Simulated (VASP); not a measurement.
Runs of VASP 6.6.1 on SiP5. The structure is that of space group P6/mmm (No. 191), or close to it. The cells are those of the table. 

| cell | k mesh | gap on the mesh (eV) | pressure (GPa) | largest force (eV/Å) |
| --- | --- | --- | --- | --- |
| a = 4.720, b = 4.720, c = 4.951 Å, angles 90.0, 90.0, 120.0°, 6 atoms | 3 × 3 × 4 | none | (b) | - |
| a = 4.738, b = 4.738, c = 4.752 Å, angles 90.0, 90.0, 120.0°, 6 atoms | 3 × 3 × 3 | none | -0.5 | - |
| a = 4.613, b = 4.613, c = 5.165 Å, angles 90.0, 90.0, 120.0°, 6 atoms | 4 × 4 × 3 | none | -0.2 | 0.06 |
| a = 4.257, b = 4.257, c = 5.568 Å, angles 90.0, 90.0, 120.0°, 6 atoms | 4 × 4 × 3 | none | -0.4 | 0.06 |
| a = 4.762, b = 4.762, c = 7.379 Å, angles 90.0, 90.0, 120.0°, 6 atoms | 4 × 4 × 2 | none | (a) | 0.03 |
| a = 4.454, b = 4.454, c = 5.102 Å, angles 90.0, 90.0, 120.0°, 6 atoms | 4 × 4 × 2 | none | -0.2 | - |

Alike in all rows: task single point; level PBE; potentials or basis VASP PAW PBE potentials, release 64 (Si, P); no spin polarisation; cutoff (eV) 500; smearing gaussian 0.2 eV.

**Question.** Estimate the missing entries.

**Answer.** (a) 0.3; (b) -0.1.

Caveats: all runs use coarse meshes; this functional lacks dispersion, which binds the layers, so the pressure and a relaxed spacing across them are unreliable (some runs).

A gap of «none» marks levels without a gap at the run's occupations.
